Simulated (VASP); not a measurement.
# PbS (Galena) (Fm-3m) in VASP: dielectric tensor with PBE

Aim: the dielectric tensor of PbS (Galena) with PBE.

Program: VASP 6.6.1. These are calculated values, not measurements. Logs are shortened: lines on timing, memory, paths and dates and some standing lists are left out, and cuts for length are marked.

**1. The cell of the first run**

Symmetry: Fm-3m, No. 225, cubic system. Conventional cell: a = 5.931 Å, b = 5.931 Å, c = 5.931 Å, α = 90.00°, β = 90.00°, γ = 90.00°. Within 3.9 Å of Pb (site symmetry m-3m) lie 6 S at 2.97 Å. Within 3.9 Å of S (site symmetry m-3m) lie 6 Pb at 2.97 Å.

**2. Dielectric tensor, PBE**

INCAR

```
ALGO     = Normal         # electronic algorithm
EDIFF    = 1E-8           # SCF threshold, eV
ENCUT    = 520            # plane-wave cutoff, eV
GGA      = PE             # functional
ISIF     = 2              # what is computed and relaxed
ISMEAR   = 0              # smearing method
LASPH    = T              # aspherical terms in the spheres
LCHARG   = F              # write CHGCAR
LEPSILON = T              # dielectric tensor by DFPT
LREAL    = F              # projectors in reciprocal space
LWAVE    = F              # write WAVECAR
NELM     = 80             # most SCF steps
PREC     = Accurate       # precision mode
SIGMA    = 0.01           # smearing width, eV
```

KPOINTS

```
k-points
0
Gamma
  6 6 6
```

POSCAR

```
PbS
1.0
    0.0000000000      2.9657500000      2.9657500000
    2.9657500000      0.0000000000      2.9657500000
    2.9657500000      2.9657500000      0.0000000000
Pb S
1 1
Direct
    0.0000000000      0.0000000000      0.0000000000
    0.5000000000      0.5000000000      0.5000000000
```

Potentials or basis: VASP PAW PBE potentials, release 64 (Pb_d, S).

The run is started by

```
$ cat potpaw_PBE.64/Pb_d/POTCAR potpaw_PBE.64/S/POTCAR > POTCAR
$ mpirun -np 1 vasp_std > vasp.out
```

OUTCAR:

```text
EDIFF = 1E-8
   ENCUT = 520
   GGA = PE
   ISIF = 2
   ISMEAR = 0
   LASPH = T
   LEPSILON = T
   LREAL = F
   NELM = 80
   PREC = Accurate

 ion  position               nearest neighbor table
   1  0.000  0.000  0.000-   2 2.97   2 2.97   2 2.97   2 2.97   2 2.97   2 2.97
   2  0.500  0.500  0.500-   1 2.97   1 2.97   1 2.97   1 2.97   1 2.97   1 2.97

  LATTYP: Found a face centered cubic cell.
 ALAT       =     5.9315000000

  Lattice vectors:

 A1 = (   0.0000000000,   2.9657500000,   2.9657500000)
 A2 = (   2.9657500000,   0.0000000000,   2.9657500000)
 A3 = (   2.9657500000,   2.9657500000,   0.0000000000)

Analysis of symmetry for initial positions (statically):
=====================================================================
 Subroutine PRICEL returns:
 Original cell was already a primitive cell.

 Routine SETGRP: Setting up the symmetry group for a
 face centered cubic supercell.

 Subroutine GETGRP returns: Found 48 space group operations
 (whereof 48 operations were pure point group operations)
 out of a pool of 48 trial point group operations.

The static configuration has the point symmetry O_h .

Analysis of symmetry for dynamics (positions and initial velocities):
=====================================================================
 Subroutine PRICEL returns:
 Original cell was already a primitive cell.

 Routine SETGRP: Setting up the symmetry group for a
 face centered cubic supercell.

 Subroutine GETGRP returns: Found 48 space group operations
 (whereof 48 operations were pure point group operations)
 out of a pool of 48 trial point group operations.

The dynamic configuration has the point symmetry O_h .

 Subroutine INISYM returns: Found 48 space group operations
 (whereof 48 operations are pure point group operations),
 and found     1 'primitive' translations

----------------------------------------------------------------------------------------

                                     Primitive cell

  volume of cell :      52.1715
[... 414 lines left out ...]
     0.000000000  2.965750000  2.965750000    -0.168591419  0.168591419  0.168591419
     2.965750000  0.000000000  2.965750000     0.168591419 -0.168591419  0.168591419
     2.965750000  2.965750000  0.000000000     0.168591419  0.168591419 -0.168591419

 POSITION                                       TOTAL-FORCE (eV/Angst)
 -----------------------------------------------------------------------------------
      0.00000      0.00000      0.00000         0.000000      0.000000      0.000000
      2.96575      2.96575      2.96575        -0.000000     -0.000000     -0.000000
 -----------------------------------------------------------------------------------
    total drift:                                0.000000     -0.000000     -0.000000

  FREE ENERGIE OF THE ION-ELECTRON SYSTEM (eV)
  ---------------------------------------------------
  free  energy   TOTEN  =        -8.7575646385 eV

  energy  without entropy=       -8.7575646385  energy(sigma->0) =       -8.75756464

 HEAD OF MICROSCOPIC STATIC DIELECTRIC TENSOR (INDEPENDENT PARTICLE, excluding Hartree and local field effects)
 ------------------------------------------------------
          32.516421    -0.000000     0.000000
          -0.000000    32.516421    -0.000000
          -0.000000    -0.000000    32.516421
 ------------------------------------------------------

 Free energy of the ion-electron system (eV)
  ---------------------------------------------------
  ---------------------------------------------------
  free energy    TOTEN  =        -4.63488958 eV

  energy without entropy =       -4.63488958

------------------------ aborting loop because EDIFF is reached ----------------------------------------

--------------------------------------- Ionic step        2  -------------------------------------------

------------------------ aborting loop because EDIFF is reached ----------------------------------------

--------------------------------------- Ionic step        3  -------------------------------------------

 Free energy of the ion-electron system (eV)
  ---------------------------------------------------
  ---------------------------------------------------
  free energy    TOTEN  =        -4.63489348 eV

  energy without entropy =       -4.63489348

------------------------ aborting loop because EDIFF is reached ----------------------------------------

 PIEZOELECTRIC TENSOR FIELD DIRECTION 3  (e Angst)
 -----------------------------------------------------------------------------
     0.00292  0.00000  0.00000           (  0.00001  0.00000  0.00000)
     0.00000  0.00292  0.00000           (  0.00000  0.00001 -0.00000)
     0.00000 -0.00000 -0.00027           (  0.00000 -0.00000  0.00003)

 PIEZOELECTRIC TENSOR FIELD DIRECTION 3  (C/m^2)
 -----------------------------------------------------------------------------
     0.00090  0.00000  0.00000
     0.00000  0.00090  0.00000
     0.00000 -0.00000 -0.00008

 MACROSCOPIC STATIC DIELECTRIC TENSOR (including local field effects in DFT)
 ------------------------------------------------------
          31.694362    -0.000000    -0.000000
           0.000000    31.694362     0.000000
           0.000000     0.000000    31.694362
 ------------------------------------------------------

 PIEZOELECTRIC TENSOR (including local field effects)  for field in x, y, z        (e  Angst)
          XX          YY          ZZ          XY          YZ          ZX
  --------------------------------------------------------------------------------
  x     0.00000     0.00000     0.00000     0.00000     0.00000     0.00000
  y     0.00000     0.00000     0.00000     0.00000     0.00000     0.00000
  z     0.00000     0.00000     0.00000     0.00000     0.00000     0.00000

 PIEZOELECTRIC TENSOR (including local field effects)  for field in x, y, z        (C/m^2)
          XX          YY          ZZ          XY          YZ          ZX
  --------------------------------------------------------------------------------
  x     0.00000     0.00000     0.00000     0.00000     0.00000     0.00000
  y     0.00000     0.00000     0.00000     0.00000     0.00000     0.00000
  z     0.00000     0.00000     0.00000     0.00000     0.00000     0.00000

 BORN EFFECTIVE CHARGES (including local field effects) (in |e|, cummulative output)
 ---------------------------------------------------------------------------------
 ion    1
    1     3.10801     0.00000     0.00000
    2     0.00000     3.10801     0.00000
    3     0.00000     0.00000     3.10801
 ion    2
    1    -3.10801     0.00000     0.00000
    2     0.00000    -3.10801     0.00000
    3     0.00000     0.00000    -3.10801
```

OSZICAR:

```text
N       E                     dE             d eps       ncg     rms          rms(c)
DAV:   1     0.165597533599E+03    0.16560E+03   -0.98592E+03   448   0.150E+03
[... 13 lines left out ...]
RMM:   8    -0.463449684303E+01   -0.86852E-04   -0.28415E-05  1455   0.494E-02    0.770E-03
RMM:   9    -0.463471508339E+01   -0.21824E-03   -0.10142E-05  1433   0.223E-02    0.396E-03
RMM:  10    -0.463488875562E+01   -0.17367E-03   -0.27906E-06  1486   0.101E-02    0.833E-04
RMM:  11    -0.463492828299E+01   -0.39527E-04   -0.98669E-06  1530   0.418E-03    0.503E-04
RMM:  12    -0.463489428744E+01    0.33996E-04   -0.72730E-06  1520   0.173E-03    0.811E-05
RMM:  13    -0.463489319151E+01    0.10959E-05   -0.20249E-05  1336   0.685E-04    0.219E-05
RMM:  14    -0.463489347772E+01   -0.28621E-06    0.15914E-06   998   0.346E-04    0.726E-06
```

stdout:

```text
POSCAR found type information on POSCAR PbS
 POSCAR found :  2 types and       2 ions
 scaLAPACK will be used
 LDA part: xc-table for (Slater+PW92), standard interpolation
 POSCAR, INCAR and KPOINTS ok, starting setup
 FFT: planning ... GRIDC
 FFT: planning ... GRID_SOFT
 FFT: planning ... GRID
 WAVECAR not read
 entering main loop
 Linear response reoptimize wavefunctions to high precision
 Linear response G [H, r] |phi>, progress :
  Direction:   1
 Linear response G [H, r] |phi>, progress :
  Direction:   2
 Linear response G [H, r] |phi>, progress :
  Direction:   3
 Linear response to external field (no local field effect), progress :
  Direction:   1
 dielectric tensor                  component  1 :    31.687   -11.860   -14.409
 Linear response to external field (no local field effect), progress :
  Direction:   2
 dielectric tensor                  component  2 :   -11.860    39.660    12.935
 Linear response to external field (no local field effect), progress :
  Direction:   3
 dielectric tensor                  component  3 :   -14.409    12.936    26.203
 Linear response to external field, progress :
  Direction:   1
 dielectric tensor                  component  1 :    31.694   -12.855   -14.658
 Linear response to external field, progress :
  Direction:   2
 dielectric tensor                  component  2 :   -13.743    31.694    15.075
 Linear response to external field, progress :
  Direction:   3
 dielectric tensor                  component  3 :   -16.078    16.003    31.694
 Born effective charges drift removed
```

Wall time 3.4 min (1 thread of AMD EPYC 7R43 (Zen 3), shared host); peak memory 0.2 GiB.

What came out:

```yaml
Band_gap_on_the_k_mesh: 0.37 eV, direct
Electronic_dielectric_tensor_diagonal: 31.69
Born_charges_mean_of_the_diagonal: Pb +3.11; S -3.11 e
```

Levels at points of the mesh, in eV from the valence-band top:
```
           k point  band 6  band 7  band 8  band 9  band 10  band 11  band 12  band 13  band 14
(0.00, 0.00, 0.00)  -13.60   -6.04   -2.17   -2.17    -2.17     5.21     5.21     5.21     6.73
(0.50, 0.00, 0.00)  -12.36   -8.85   -1.78   -1.78     0.00     0.37     1.96     1.96     8.66
(0.50, 0.50, 0.00)  -11.93   -7.20   -5.20   -3.44    -3.44     3.86     5.58     5.68     5.68
```

Electronic dielectric tensor:
```
31.69  0.00  0.00
 0.00 31.69  0.00
 0.00  0.00 31.69
```

Born effective charge tensors (e):
atom 1, Pb
```
3.11 0.00 0.00
0.00 3.11 0.00
0.00 0.00 3.11
```
atom 2, S
```
-3.11  0.00  0.00
 0.00 -3.11  0.00
 0.00  0.00 -3.11
```

Caveat: the gap is small at this level, which inflates the dielectric constant; spin-orbit coupling is left out, which moves the levels of the heavy elements.
